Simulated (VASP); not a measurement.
TiSi:

```
Ti Si
1.0
     2.84668    0.00000    0.00000
     0.00000    2.84668    0.00000
     0.00000    0.00000    3.73118
Ti Si
1 1
Direct
  0.50000 0.50000 0.50000
  0.00000 0.00000 0.00000
```

```yaml
Program: VASP 6.6.1
Task: relaxation of cell and atoms
Functional: r2SCAN
Potentials_or_basis: VASP PAW PBE potentials, release 64 (Ti_sv, Si)
Cutoff: 600 eV
k_mesh: 6 × 6 × 6
Occupations: gaussian, width 0.1 eV
Spin: no spin polarisation
```

At the start: pressure -5.9 GPa; volume 15.12 Å³/atom.

**Question.** How do energy, volume and symmetry change on relaxing?

**Answer.** Over 5 steps the energy falls by 29.8 meV/atom and the volume is 14.32 Å³/atom (-5.3 %); space group P4/mmm (No. 123, to 0.05 Å).

The path:
```
step  energy change (eV)  largest force (eV/Å)  pressure (GPa)  volume (Å³)
   1              0.0000                0.0000           -5.86        30.24
   2             -0.0398                0.0000            4.72        27.87
   3             -0.0463                0.0000            1.78        28.46
   4             -0.0590                0.0000            0.38        28.60
   5             -0.0597                0.0000           -0.11        28.64
```

Final structure:
```yaml
crystal:
  lattice:
    - [2.73615, 0.00000, 0.00000]
    - [0.00000, 2.73615, 0.00000]
    - [0.00000, 0.00000, 3.82538]
  atoms:
    - { symbol: Ti, position: [0.50000, 0.50000, 0.50000] }
    - { symbol: Si, position: [0.00000, 0.00000, 0.00000] }
```

Caveat: the k points lie up to 0.38 Å⁻¹ apart in the final cell; the PAW data sets were made with another functional, which shifts forces and pressure a little.
